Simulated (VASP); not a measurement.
Here is a VASP 6.6.1 calculation.

File INCAR:

```
SYSTEM = Na
PREC = Accurate
ENCUT = 520
EDIFF = 1E-7
ISMEAR = 0
SIGMA = 0.15
LREAL = .FALSE.
LASPH = .TRUE.
NELM = 60
ALGO = Fast
ISIF = 2
LWAVE = .FALSE.
LCHARG = .FALSE.
GGA = CA
NBANDS = 10
```

File KPOINTS:

```
Automatic mesh
0
G
  18 18 18
  0 0 0
```

The input POSCAR:

```
Na
1.0
   -1.7197415350      1.7197415350      2.4149777552
    1.7197415350     -1.7197415350      2.4149777552
    1.7197415350      1.7197415350     -2.4149777552
Na
1
Direct
    0.0000000000      0.0000000000      0.0000000000
```

Potentials or basis: VASP PAW LDA potentials, release 64 (Na_pv).

Launch:

```sh
$ cat potpaw_LDA.64/Na_pv/POTCAR > POTCAR
$ mpirun -np 1 vasp_std > vasp.out
```

(1) Predict the pressure.

(2) Predict the band gap on the k mesh.

Results:

(1) 1.9 GPa.

(2) zero (an odd number of electrons rules out a gap without spin polarisation).
